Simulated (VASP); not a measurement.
# MgO (P6_3mc) in VASP: further runs, part 2 of 2

VASP 6.6.1.

## 3. Single point, PBEsol (c/a of the conventional cell at fixed volume 1.6106)

The input, INCAR:

```
SYSTEM = MgO
PREC = Accurate ; ENCUT = 520
EDIFF = 1E-6 ; ISMEAR = 0
SIGMA = 0.05 ; LREAL = .False.
LASPH = .True. ; NELM = 100
ALGO = Normal ; ISIF = 2
LWAVE = .False. ; LCHARG = .True.
GGA = PS ; LELF = .True.
LVHAR = .True. ; NBANDS = 16
```

The input, KPOINTS:

```
Automatic mesh
0
Gamma
  9 9 6
  0 0 0
```

The input, POSCAR:

```
MgO
1.0
    3.2399209199      0.0000000000      0.0000000000
   -1.6199604600      2.8058538229      0.0000000000
    0.0000000000      0.0000000000      5.2182166336
Mg O
2 2
Direct
    0.3333333333      0.6666666667     -0.0435585739
    0.6666666667      0.3333333333      0.4564414261
    0.3333333333      0.6666666667      0.4009416620
    0.6666666667      0.3333333333      0.9009416620
```

Potentials or basis: VASP PAW PBE potentials, release 64 (Mg, O).

Started as:

```
$ cat potpaw_PBE.64/Mg/POTCAR potpaw_PBE.64/O/POTCAR > POTCAR
$ mpirun -np 1 vasp_std > vasp.out
```

OUTCAR:

```text
SYSTEM = MgO
   PREC = Accurate
   ENCUT = 520
   EDIFF = 1E-6
   ISMEAR = 0
   LREAL = .False.
   LASPH = .True.
   NELM = 100
   ISIF = 2
   GGA = PS

 ion  position               nearest neighbor table
   1  0.333  0.667  0.956-   4 1.89   4 1.89   4 1.89   3 2.32   2 3.21   2 3.21   2 3.21   2 3.21
                             2 3.21   2 3.21
   2  0.667  0.333  0.456-   3 1.89   3 1.89   3 1.89   4 2.32   1 3.21   1 3.21   1 3.21   1 3.21
                             1 3.21   1 3.21
   3  0.333  0.667  0.401-   2 1.89   2 1.89   2 1.89   1 2.32
   4  0.667  0.333  0.901-   1 1.89   1 1.89   1 1.89   2 2.32

  LATTYP: Found a hexagonal cell.
 ALAT       =     3.2399209199
 C/A-ratio  =     1.6106000000

  Lattice vectors:

 A1 = (   3.2399209199,   0.0000000000,   0.0000000000)
 A2 = (  -1.6199604600,   2.8058538229,   0.0000000000)
 A3 = (   0.0000000000,   0.0000000000,   5.2182166336)

Analysis of symmetry for initial positions (statically):
=====================================================================
 Subroutine PRICEL returns:
 Original cell was already a primitive cell.

 Routine SETGRP: Setting up the symmetry group for a
 hexagonal supercell.

 Subroutine GETGRP returns: Found 12 space group operations
 (whereof  6 operations were pure point group operations)
 out of a pool of 24 trial point group operations.

The static configuration has the point symmetry C_3v.
 The point group associated with its full space group is C_6v.

Analysis of symmetry for dynamics (positions and initial velocities):
=====================================================================
 Subroutine PRICEL returns:
 Original cell was already a primitive cell.

 Routine SETGRP: Setting up the symmetry group for a
 hexagonal supercell.

 Subroutine GETGRP returns: Found 12 space group operations
 (whereof  6 operations were pure point group operations)
 out of a pool of 24 trial point group operations.

The dynamic configuration has the point symmetry C_3v.
 The point group associated with its full space group is C_6v.
[... 125 lines left out ...]
  Fermi-wavevector in a.u.,A,eV,Ry     =   1.139570  2.153475 17.668792  1.298620
  Thomas-Fermi vector in A             =   2.276273
   LORBIT       =      0    0 simple, 1 ext, 2 COOP (PROOUT), +10 PAW based schemes
   GGA     = PS    functional components
   LHFCALC =     F    Hartree Fock is set to
   AEXX    =    0.0000 exact exchange contribution
   IVDW    =     0    specifies the selected vdW correction
   LEPSILON=     F    determine dielectric tensor
   LRPA    =     F    only Hartree local field effects (RPA)
 non-spin polarized calculation
 Gauss-broadening in eV      SIGMA  =   0.05
  energy-cutoff  :      520.00
  volume of cell :       47.44
 maximum number of plane-waves:      1302
   NGX = 13   NGY = 13   NGZ = 19

 number of electron      16.0000010 magnetization

 Free energy of the ion-electron system (eV)
  ---------------------------------------------------
  ext. energy  EPLUGINS =         0.00000000
  ---------------------------------------------------
  free energy    TOTEN  =       -24.10880390 eV

  energy without entropy =      -24.10880390  energy(sigma->0) =      -24.10880390

 E-fermi :   1.4615     XC(G=0):  -9.9443

 val. band max:        1.1673258807   @ k =   0.0000   0.0000   0.0000
 cond. band min:       4.2496632779   @ k =   0.0000   0.0000   0.0000
 fundamental gap:      3.0823373972
 Fermi energy:         1.4614630736

 k-point     1 :       0.0000    0.0000    0.0000
  band No.  band energies     occupation
      1     -15.2143      2.00000
      2     -14.5141      2.00000
      3      -2.3543      2.00000
      4       0.1602      2.00000
      5       0.1602      2.00000
      6       0.4322      2.00000
[... 433 lines left out ...]
      3      -1.7513      2.00000
      4      -1.1971      2.00000
      5      -1.1971      2.00000
      6      -0.6348      2.00000
[... 8 lines left out ...]
     15      13.8557      0.00000
     16      18.8715      0.00000

 [... further k-points ...]

------------------------ aborting loop because EDIFF is reached ----------------------------------------

  FORCE on cell =-STRESS in cart. coord.  units (eV):
  Direction    XX          YY          ZZ          XY          YZ          ZX
  --------------------------------------------------------------------------------------
  -------------------------------------------------------------------------------------
  Total        3.7626611      3.7626611     -3.2489997     -0.0000000      0.0000000      0.0000000
  in kB      127.0820247    127.0820247   -109.7333643     -0.0000000      0.0000000      0.0000000
  external PRESSURE =      48.1435617 kB  Pullay stress =       0.0000000 kB

 VOLUME and BASIS-vectors are now :
 -----------------------------------------------------------------------------
  energy-cutoff  :      520.00
  volume of cell :       47.44
      direct lattice vectors                 reciprocal lattice vectors
     3.239920920  0.000000000  0.000000000     0.308649509  0.178198877  0.000000000
    -1.619960460  2.805853823  0.000000000     0.000000000  0.356397754  0.000000000
     0.000000000  0.000000000  5.218216634     0.000000000  0.000000000  0.191636352

 POSITION                                       TOTAL-FORCE (eV/Angst)
 -----------------------------------------------------------------------------------
     -0.00000      1.87057      4.99092         0.000000     -0.000000      0.806177
      1.61996      0.93528      2.38181        -0.000000      0.000000      0.806177
     -0.00000      1.87057      2.09220         0.000000     -0.000000     -0.806177
      1.61996      0.93528      4.70131        -0.000000      0.000000     -0.806177
 -----------------------------------------------------------------------------------
    total drift:                               -0.000000      0.000000      0.000710

  FREE ENERGIE OF THE ION-ELECTRON SYSTEM (eV)
  ---------------------------------------------------
  free  energy   TOTEN  =       -24.1088038952 eV

  energy  without entropy=      -24.1088038952  energy(sigma->0) =      -24.10880390
```

stdout:

```text
POSCAR found type information on POSCAR MgO
 POSCAR found :  2 types and       4 ions
 scaLAPACK will be used
 -----------------------------------------------------------------------------
|                                                                             |
|                                                                             |
|     You enforced a specific xc type in the INCAR file but a different       |
|     I HOPE YOU KNOW WHAT YOU ARE DOING!                                     |
|                                                                             |
 -----------------------------------------------------------------------------

 LDA part: xc-table for (Slater+PW92), standard interpolation
 POSCAR, INCAR and KPOINTS ok, starting setup
 FFT: planning ... GRIDC
 FFT: planning ... GRID_SOFT
 FFT: planning ... GRID
 WAVECAR not read
 entering main loop
```

Run time: 57 s. Hardware: 1 thread of AMD EPYC 7R13, shared host; peak memory 0.15 GiB.

Results:

```yaml
Free_energy: -24.1088 eV
Pressure: 4.8 GPa
Largest_force: 0.806 eV/Å
Band_gap_on_the_k_mesh: 3.08 eV, direct
```

Forces in eV/Å, atoms in the order of the input:
```
Mg   0.000  0.000  0.806
Mg   0.000  0.000  0.806
O    0.000  0.000 -0.806
O    0.000  0.000 -0.806
```

Caveat: the PAW data sets were made with another functional, which shifts forces and pressure a little. A k mesh can miss the band edges.

## 4. Single point, PBEsol (c/a of the conventional cell at fixed volume 1.6106)

The input, INCAR:

```
ALGO = Normal
EDIFF = 1E-6
ENCUT = 520
GGA = PS
ISIF = 2
ISMEAR = 0
LASPH = T
LCHARG = F
LREAL = F
LWAVE = F
NBANDS = 16
NELM = 100
PREC = Accurate
SIGMA = 0.05
```

The input, KPOINTS:

```
k-points
0
Gamma
  9 9 6
```

Changes to POSCAR since step 3:

```diff
@@ -8,4 +8,4 @@
 Direct
-    0.3333333333      0.6666666667     -0.0435585739
-    0.6666666667      0.3333333333      0.4564414261
+    0.3333333333      0.6666666667      0.0272667940
+    0.6666666667      0.3333333333      0.5272667940
     0.3333333333      0.6666666667      0.4009416620
```

Started as:

```
$ cat potpaw_PBE.64/Mg/POTCAR potpaw_PBE.64/O/POTCAR > POTCAR
$ mpirun -np 1 vasp_std > vasp.out
```

Run time: 38 s. Hardware: 1 thread of AMD EPYC 7R13, shared host; peak memory 0.15 GiB.

The run converged. Its results:

| Item | Value |
| --- | --- |
| Free energy | -24.5170 eV |
| Pressure | 0.6 GPa |
| Largest force | 0.362 eV/Å |
| Band gap on the k mesh | 3.62 eV, direct |

Forces in eV/Å, atoms in the order of the input:
```
Mg   0.000  0.000 -0.362
Mg   0.000  0.000 -0.362
O    0.000  0.000  0.362
O    0.000  0.000  0.362
```

Stress tensor (GPa, compression positive):
```
0.49 0.00 0.00
0.00 0.49 0.00
0.00 0.00 0.83
```

Levels at points of the mesh, in eV from the valence-band top:
| k point | band 6 | band 7 | band 8 | band 9 | band 10 | band 11 |
| --- | --- | --- | --- | --- | --- | --- |
| (0.00, 0.00, 0.00) | -0.02 | -0.02 | 0.00 | 3.62 | 8.56 | 10.01 |
| (0.00, 0.00, 0.50) | -0.13 | -0.13 | -0.13 | 6.00 | 6.00 | 12.89 |

Caveat: the PAW data sets were made with another functional, which shifts forces and pressure a little. A k mesh can miss the band edges.
